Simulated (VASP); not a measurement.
# CoO (R-3m) in VASP: relaxation of cell and atoms with PBE

Aim: the relaxation of cell and atoms of CoO with PBE.

Everything below comes from runs of VASP 6.6.1. Logs are shortened: lines on timing, memory, paths and dates and some standing lists are left out, and cuts for length are marked.

## 1. The cell of the first run

It takes space group R-3m (No. 166, trigonal). The conventional cell has a = 3.011 Å, b = 3.011 Å, c = 7.320 Å, α = 90.00°, β = 90.00°, γ = 120.00°. Co (site symmetry -3m) has 6 O at 2.12 Å within 2.8 Å. Within 2.8 Å of O (site symmetry -3m) lie 6 Co at 2.12 Å.

## 2. Relaxation of cell and atoms, PBE, collinear spin, ferromagnetic start

INCAR

```
SYSTEM = CoO
PREC = Accurate
ENCUT = 600
EDIFF = 1E-7
ISMEAR = 0
SIGMA = 0.1
LREAL = .FALSE.
LASPH = .TRUE.
NELM = 150
ALGO = Normal
ISIF = 3
LWAVE = .FALSE.
LCHARG = .FALSE.
ISPIN = 2
MAGMOM = 3 1
LORBIT = 11
LMAXMIX = 4
GGA = PE
IBRION = 2
NSW = 80
EDIFFG = -0.01
KPAR = 4
```

KPOINTS

```
Automatic mesh
0
G
  18 18 18
  0 0 0
```

POSCAR

```
CoO
1.0
    1.5054695445      0.8691832468      2.4399269062
   -1.5054695445      0.8691832468      2.4399269062
    0.0000000000     -1.7383664936      2.4399269062
Co O
1 1
Direct
    0.0000000000      0.0000000000      0.0000000000
    0.5000000000      0.5000000000      0.5000000000
```

Potentials or basis: VASP PAW PBE potentials, release 64 (Co, O).

On the command line:

```sh
cat potpaw_PBE.64/Co/POTCAR potpaw_PBE.64/O/POTCAR > POTCAR
mpirun -np 4 vasp_std > vasp.out
```

OUTCAR:

```text
SYSTEM = CoO
   PREC = Accurate
   ENCUT = 600
   EDIFF = 1E-7
   ISMEAR = 0
   LREAL = .FALSE.
   LASPH = .TRUE.
   NELM = 150
   ISIF = 3
   ISPIN = 2
   LORBIT = 11
   GGA = PE
   IBRION = 2
   NSW = 80
   EDIFFG = -0.01

 ion  position               nearest neighbor table
   1  0.000  0.000  0.000-   2 2.12   2 2.12   2 2.12   2 2.12   2 2.12   2 2.12
   2  0.500  0.500  0.500-   1 2.12   1 2.12   1 2.12   1 2.12   1 2.12   1 2.12

  LATTYP: Found a trigonal (rhomboedric) cell.
 ALAT       =     2.9958573687
 COS(alpha) =     0.4949531368

  Lattice vectors:

 A1 = (   1.5054695445,   0.8691832468,   2.4399269062)
 A2 = (  -1.5054695445,   0.8691832468,   2.4399269062)
 A3 = (   0.0000000000,  -1.7383664936,   2.4399269062)

Analysis of symmetry for initial positions (statically):
=====================================================================
 Subroutine PRICEL returns:
 Original cell was already a primitive cell.

 Routine SETGRP: Setting up the symmetry group for a
 trigonal (rhombohedral) supercell.

 Subroutine GETGRP returns: Found 12 space group operations
 (whereof 12 operations were pure point group operations)
 out of a pool of 12 trial point group operations.

The static configuration has the point symmetry D_3d.

Analysis of symmetry for dynamics (positions and initial velocities):
=====================================================================
 Subroutine PRICEL returns:
 Original cell was already a primitive cell.

 Routine SETGRP: Setting up the symmetry group for a
 trigonal (rhombohedral) supercell.

 Subroutine GETGRP returns: Found 12 space group operations
 (whereof 12 operations were pure point group operations)
 out of a pool of 12 trial point group operations.

The dynamic configuration has the point symmetry D_3d.

Analysis of structural, dynamic, and magnetic symmetry:
=====================================================================
 Subroutine PRICEL returns:
 Original cell was already a primitive cell.

 Routine SETGRP: Setting up the symmetry group for a
 trigonal (rhombohedral) supercell.

 Subroutine GETGRP returns: Found 12 space group operations
 (whereof 12 operations were pure point group operations)
 out of a pool of 12 trial point group operations.

The overall configuration has the point symmetry D_3d.

 Subroutine INISYM returns: Found 12 space group operations
 (whereof 12 operations are pure point group operations),
 and found     1 'primitive' translations

----------------------------------------------------------------------------------------

                                     Primitive cell

  volume of cell :      19.1563

  direct lattice vectors                    reciprocal lattice vectors
     1.505469544  0.869183247  2.439926906     0.332122295  0.191750896  0.136616114
    -1.505469544  0.869183247  2.439926906    -0.332122295  0.191750896  0.136616114
     0.000000000 -1.738366494  2.439926906     0.000000000 -0.383501793  0.136616114

  length of vectors
     2.995857369  2.995857369  2.995857369     0.407108816  0.407108816  0.407108816

  position of ions in fractional coordinates (direct lattice)
     0.000000000  0.000000000  0.000000000
     0.500000000  0.500000000  0.500000000

  ion indices of the primitive-cell ions
   primitive index   ion index
                 1           1
                 2           2

----------------------------------------------------------------------------------------

 KPOINTS: Automatic mesh

Automatic generation of k-mesh.
 Grid dimensions read from file:
 generate k-points for:   18   18   18

 Generating k-lattice:

  Cartesian coordinates                     Fractional coordinates (reciprocal lattice)
     0.018451239  0.010652828  0.007589784     0.055555556  0.000000000  0.000000000
    -0.018451239  0.010652828  0.007589784     0.000000000  0.055555556  0.000000000
     0.000000000 -0.021305655  0.007589784     0.000000000  0.000000000  0.055555556

  Length of vectors
     0.022617156  0.022617156  0.022617156

  Shift w.r.t. Gamma in fractional coordinates (k-lattice)
     0.000000000  0.000000000  0.000000000

 Subroutine IBZKPT returns following result:
 ===========================================

 Found    580 irreducible k-points:

 Following reciprocal coordinates:
            Coordinates               Weight
  0.000000  0.000000  0.000000      1.000000
  0.055556  0.000000 -0.000000      6.000000
  0.111111  0.000000 -0.000000      6.000000
  0.166667  0.000000 -0.000000      6.000000
  0.222222  0.000000  0.000000      6.000000
  0.277778  0.000000  0.000000      6.000000
[... 16 lines left out ...]
 -0.277778  0.055556 -0.000000     12.000000
 -0.222222  0.055556 -0.000000     12.000000
 [... further k-points ...]
   k-points           NKPTS =    580   k-points in BZ     NKDIM =    580   number of bands    NBANDS=     13
   number of dos      NEDOS =    301   number of ions     NIONS =      2
   total plane-waves  NPLWV =  13824
   dimension x,y,z NGX =    24 NGY =   24 NGZ =   24
   dimension x,y,z NGXF=    48 NGYF=   48 NGZF=   48
   ions per type =               1   1
   NGX,Y,Z   is equivalent  to a cutoff of  13.32, 13.32, 13.32 a.u.
   NGXF,Y,Z  is equivalent  to a cutoff of  26.64, 26.64, 26.64 a.u.
 SYSTEM =  CoO
   PREC   = accura    normal or accurate (medium, high low for compatibility)
   ISTART =      0    job   : 0-new  1-cont  2-samecut
   ICHARG =      2    charge: 1-file 2-atom 10-const
   ISPIN  =      2    spin polarized calculation?
   LNONCOLLINEAR =      F non collinear calculations
   LSORBIT =      F    spin-orbit coupling
   LASPH  =      T    aspherical Exc in radial PAW
   ENCUT  =  600.0 eV  44.10 Ry    6.64 a.u.   5.98  5.98  5.98*2*pi/ulx,y,z
   NELM   =    150;   NELMIN=  2; NELMDL= -5     # of ELM steps
   EDIFF  = 0.1E-06   stopping-criterion for ELM
   LREAL  =      F    real-space projection
   EDIFFG = -.1E-01   stopping-criterion for IOM
   NSW    =     80    number of steps for IOM
   IBRION =      2    ionic relax: 0-MD 1-quasi-New 2-CG
   NFREE  =      1    steps in history (QN), initial steepest desc. (CG)
   ISIF   =      3    stress and relaxation
   ISYM   =      2    0-nonsym 1-usesym 2-fastsym
   POTIM  = 0.5000    time-step for ionic-motion
   TEBEG  =    0.0;   TEEND  =   0.0 temperature during run
   PSTRESS=    0.0 pullay stress
   NELECT =      15.0000    total number of electrons
   NUPDOWN=      -1.0000    fix difference up-down
   EMIN   =  10.00;   EMAX   =-10.00  energy-range for DOS
   EFERMI =   0.00;   METHOD = LEGACY
   ISMEAR =     0;   SIGMA  =   0.10  broadening in eV -4-tet -1-fermi 0-gaus
   EFERMI_NEDOS =   21; number of points for ismear=-14 and -15
   IALGO  =     38    algorithm
   IMIX   =      4    mixing-type and parameters
     AMIX     =   0.40;   BMIX     =  1.00
     AMIX_MAG =   1.60;   BMIX_MAG =  1.00
  volume/ion in A,a.u.               =       9.58        64.64
  Fermi-wavevector in a.u.,A,eV,Ry     =   1.508927  2.851458 30.978555  2.276860
  Thomas-Fermi vector in A             =   2.619316
   LORBIT       =     11    0 simple, 1 ext, 2 COOP (PROOUT), +10 PAW based schemes
   GGA     = PE    functional components
   LHFCALC =     F    Hartree Fock is set to
   AEXX    =    0.0000 exact exchange contribution
   IVDW    =     0    specifies the selected vdW correction
   LEPSILON=     F    determine dielectric tensor
   LRPA    =     F    only Hartree local field effects (RPA)
 conjugate gradient relaxation of ions
 spin polarized calculation
 Gauss-broadening in eV      SIGMA  =   0.10
  energy-cutoff  :      600.00
  volume of cell :       19.16
 maximum number of plane-waves:       650
   NGX = 11   NGY = 11   NGZ = 11

--------------------------------------- Ionic step        1  -------------------------------------------

 number of electron      15.0000005 magnetization       2.8880654

 Free energy of the ion-electron system (eV)
  ---------------------------------------------------
  ext. energy  EPLUGINS =         0.00000000
  ---------------------------------------------------
  free energy    TOTEN  =       -13.05852199 eV

  energy without entropy =      -13.03673100  energy(sigma->0) =      -13.04762650

------------------------ aborting loop because EDIFF is reached ----------------------------------------

  FORCE on cell =-STRESS in cart. coord.  units (eV):
  Direction    XX          YY          ZZ          XY          YZ          ZX
  --------------------------------------------------------------------------------------
  -------------------------------------------------------------------------------------
  Total       -0.0735692     -0.0735692     -0.1343030      0.0000000      0.0000000      0.0000000
  in kB       -6.1531186     -6.1531186    -11.2327167      0.0000000      0.0000000      0.0000000
  external PRESSURE =      -7.8463180 kB  Pullay stress =       0.0000000 kB
[... 89 lines left out ...]
  FREE ENERGIE OF THE ION-ELECTRON SYSTEM (eV)
  ---------------------------------------------------
  free  energy   TOTEN  =       -13.0588206802 eV

  energy  without entropy=      -13.0369427605  energy(sigma->0) =      -13.04788172

[... ionic steps 4 to 9 ...]

--------------------------------------- Ionic step       10  -------------------------------------------

 number of electron      15.0000002 magnetization       2.8252001

------------------------ aborting loop because EDIFF is reached ----------------------------------------

  FORCE on cell =-STRESS in cart. coord.  units (eV):
  Direction    XX          YY          ZZ          XY          YZ          ZX
  --------------------------------------------------------------------------------------
  -------------------------------------------------------------------------------------
  Total        0.0370624      0.0370624      0.0325414     -0.0000000      0.0000000      0.0000000
  in kB        3.1442185      3.1442185      2.7606751     -0.0000000      0.0000000      0.0000000
  external PRESSURE =       3.0163707 kB  Pullay stress =       0.0000000 kB
[... 57 lines left out ...]
  energy  without entropy=      -13.0468557630  energy(sigma->0) =      -13.05515189

--------------------------------------- Ionic step       12  -------------------------------------------

 number of electron      15.0000002 magnetization       2.8299925

 Free energy of the ion-electron system (eV)
  ---------------------------------------------------
  ext. energy  EPLUGINS =         0.00000000
  ---------------------------------------------------
  free energy    TOTEN  =       -13.06671029 eV

  energy without entropy =      -13.04962325  energy(sigma->0) =      -13.05816677

 E-fermi :   8.1562     XC(G=0): -12.5388

 val. band max:        8.1559170107   @ k =  -0.3333  -0.3333   0.2222
 cond. band min:       8.1562083955   @ k =  -0.4444   0.1111  -0.0000
 fundamental gap:      0.0002913848
 Fermi energy:         8.1561930450

 spin component 1

 k-point     1 :       0.0000    0.0000    0.0000
  band No.  band energies     occupation
      1     -12.1673      1.00000
      2       4.8194      1.00000
      3       4.8194      1.00000
      4       4.8427      1.00000
      5       4.8427      1.00000
      6       5.0437      1.00000
      7       5.0437      1.00000
      8       5.3712      1.00000
      9       5.3902      1.00000
     10       9.3093      0.00000
     11      25.0077      0.00000
     12      25.6987      0.00000
     13      25.6987      0.00000
[... 353 lines left out ...]
 k-point    24 :      -0.2222    0.0556   -0.0000
  band No.  band energies     occupation
      1     -11.6257      1.00000
      2       1.8497      1.00000
      3       2.8881      1.00000
      4       3.2477      1.00000
      5       5.3205      1.00000
      6       5.5407      1.00000
      7       5.8280      1.00000
      8       6.8461      1.00000
      9       7.4199      1.00000
     10      11.9780      0.00000
     11      19.8510      0.00000
     12      23.3396      0.00000
     13      25.2307      0.00000

 [... further k-points ...]

 spin component 2

 k-point     1 :       0.0000    0.0000    0.0000
  band No.  band energies     occupation
      1     -11.6928      1.00000
      2       5.3503      1.00000
      3       5.3503      1.00000
      4       5.9519      1.00000
      5       6.8728      1.00000
      6       6.8728      1.00000
      7       7.1967      1.00000
      8       8.2195      0.18537
      9       8.2195      0.18537
     10       9.8664      0.00000
     11      24.9458      0.00000
     12      26.2134      0.00000
     13      26.2134      0.00000
[... 353 lines left out ...]
 k-point    24 :      -0.2222    0.0556   -0.0000
  band No.  band energies     occupation
      1     -11.1370      1.00000
      2       2.4820      1.00000
      3       4.1277      1.00000
      4       4.5854      1.00000
      5       7.3868      1.00000
      6       7.6021      1.00000
      7       7.6527      1.00000
      8       9.3144      0.00000
      9       9.8781      0.00000
     10      12.5374      0.00000
     11      20.3443      0.00000
     12      23.9018      0.00000
     13      25.8962      0.00000

 [... further k-points ...]
[... 5 lines left out ...]
  --------------------------------------------------------------------------------------
  -------------------------------------------------------------------------------------
  Total        0.0027033      0.0027033      0.0096255      0.0000000     -0.0000000      0.0000000
  in kB        0.2289819      0.2289819      0.8153349      0.0000000     -0.0000000      0.0000000
  external PRESSURE =       0.4244329 kB  Pullay stress =       0.0000000 kB
[... 17 lines left out ...]
  FREE ENERGIE OF THE ION-ELECTRON SYSTEM (eV)
  ---------------------------------------------------
  free  energy   TOTEN  =       -13.0667102913 eV

  energy  without entropy=      -13.0496232471  energy(sigma->0) =      -13.05816677

 reached required accuracy - stopping structural energy minimisation

 total charge

# of ion       s       p       d       tot
------------------------------------------
    1        0.300   0.368   7.159   7.828
    2        1.554   3.429   0.000   4.983
--------------------------------------------------
tot          1.854   3.798   7.159  12.811

 magnetization (x)

# of ion       s       p       d       tot
------------------------------------------
    1        0.020   0.018   2.463   2.501
    2        0.029   0.252   0.000   0.281
--------------------------------------------------
tot          0.049   0.270   2.463   2.782
```

It took 18 min on 4 MPI ranks of Oxide Virtual Turin-like, shared host; peak memory 0.38 GiB.

What came out:

```
Free energy                                           : -13.0667 eV
Relaxed volume                                        : 9.46 Å³/atom
Relaxed cell                                          : a = 2.904 Å, b = 2.904 Å, c = 2.904 Å, α = 64.17°, β = 64.17°, γ = 64.17°
Space group after relaxing (to 0.1 Å)                 : R-3m (No. 166)
Energy gained by relaxing                             : 4.1 meV/atom
Ionic steps                                           : 12
Pressure after relaxing                               : 0.0 GPa
Net moment                                            : 2.83 μB per cell
Site moments                                          : Co +2.50; O +0.28 μB
Valence electrons inside the program's atomic spheres : Co 7.83; O 4.98
```

The path:
| step | energy change (eV) | largest force (eV/Å) | pressure (GPa) | volume (Å³) |
| --- | --- | --- | --- | --- |
| 1 | 0.0000 | 0.0000 | -0.78 | 19.16 |
| 2 | -0.0003 | 0.0000 | 0.27 | 19.03 |
| 3 | -0.0003 | 0.0000 | 0.10 | 19.05 |
| 4 | -0.0004 | 0.0000 | 0.11 | 19.04 |
| 5 | -0.0008 | 0.0000 | 0.15 | 19.04 |
| 6 | -0.0019 | 0.0000 | 0.23 | 19.02 |
| 7 | -0.0049 | 0.0000 | 0.30 | 18.98 |
| 8 | -0.0081 | 0.0000 | 0.28 | 18.88 |
| 9 | -0.0082 | 0.0000 | 0.26 | 18.89 |
| 10 | -0.0082 | 0.0000 | 0.30 | 18.89 |
| 11 | -0.0049 | 0.0000 | -2.83 | 19.23 |
| 12 | -0.0082 | 0.0000 | 0.04 | 18.91 |

Final structure:
```
CELL_PARAMETERS angstrom
1.54281 0.89074 2.29396
-1.54281 0.89074 2.29396
0.00000 -1.78148 2.29396
ATOMIC_POSITIONS crystal
Co 0.00000 0.00000 0.00000
O 0.50000 0.50000 0.50000
```

Caveat: a cell with one magnetic atom can't hold antiferromagnetic order, which such compounds often take; semilocal functionals often make such compounds metallic where correlation or magnetic order opens a gap, which also shifts bond lengths.
